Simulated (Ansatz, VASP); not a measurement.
## Li in VASP and in Ansatz

```
CELL_PARAMETERS angstrom
2.98704 0.00000 0.00000
-1.49352 2.58685 0.00000
0.00000 0.00000 4.90524
ATOMIC_POSITIONS crystal
Li 0.33333 0.66667 0.25000
Li 0.66667 0.33333 0.75000
```

Alike in both runs: functional LDA; k mesh 18 × 18 × 10; occupations gaussian, width 0.1 eV; no spin polarisation.

Ansatz relaxed the structure, and its values are those at the end. VASP's run is a single point on that final structure, the one shown.

|  | VASP | Ansatz |
| --- | --- | --- |
| version | VASP 6.6.1 | Ansatz 0.2.0 |
| potentials or method | VASP PAW LDA potentials, release 64 (Li_sv), cutoff 750 eV | scalar-relativistic, plane waves, PAW |
| valence electrons in the cell | 6 | 6 |

```csv
,VASP,Ansatz,Ansatz less VASP
gap on the k mesh at the Fermi level (eV),none,none,-
pressure (GPa),-0.1,0.0,+0.15
```

LDA's correlation is that of Perdew and Zunger in VASP and of Perdew and Wang (1992) in Ansatz. A gap of «none» marks a metal or a gap that the smearing closes.
